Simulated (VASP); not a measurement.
## MoS2 (monolayer): single point with LDA

Slab: MoS2 (monolayer), a slab with vacuum.

```
CELL_PARAMETERS angstrom
3.16000 0.00000 0.00000
-1.58000 2.73664 0.00000
0.00000 0.00000 20.00000
ATOMIC_POSITIONS crystal
Mo 0.33333 0.66667 0.50000
S 0.66667 0.33333 0.57694
S 0.66667 0.33333 0.42306
```

| Quantity | Value |
| --- | --- |
| Program | VASP 6.6.1 |
| Task | single point |
| Functional | LDA |
| Potentials or basis | VASP PAW LDA potentials, release 64 (Mo_sv, S) |
| Cutoff | 520 eV |
| k mesh | 12 × 12 × 1 |
| Occupations | gaussian, width 0.01 eV |
| Spin | no spin polarisation |
| Dipole correction | no |
| Further INCAR settings | ALGO = Normal; EDIFF = 1e-06; NBANDS = 20 |

```json
{
 "Largest force": "0.016 eV/Å",
 "Band gap on the k mesh": "1.65 eV, indirect (least direct gap 1.71 eV)"
}
```

Forces in eV/Å, atoms in the order of the input:
```
Mo   0.000  0.000  0.000
S    0.000  0.000  0.016
S    0.000  0.000 -0.016
```

Levels at points of the mesh, in eV from the valence-band top:
```
           k point  band 10  band 11  band 12  band 13  band 14  band 15  band 16  band 17
(0.00, 0.00, 0.00)    -1.78    -1.60    -1.60     0.00     2.81     2.81     3.14     3.14
(0.50, 0.00, 0.00)    -3.30    -1.85    -0.99    -0.65     2.27     2.81     3.92     4.47
```

Run time: 64 s on 1 thread of Intel(R) Xeon(R) Platinum 8259CL CPU @ 2.50GHz (Skylake/Cascade Lake), with other jobs on the host, peak memory 0.25 GiB.
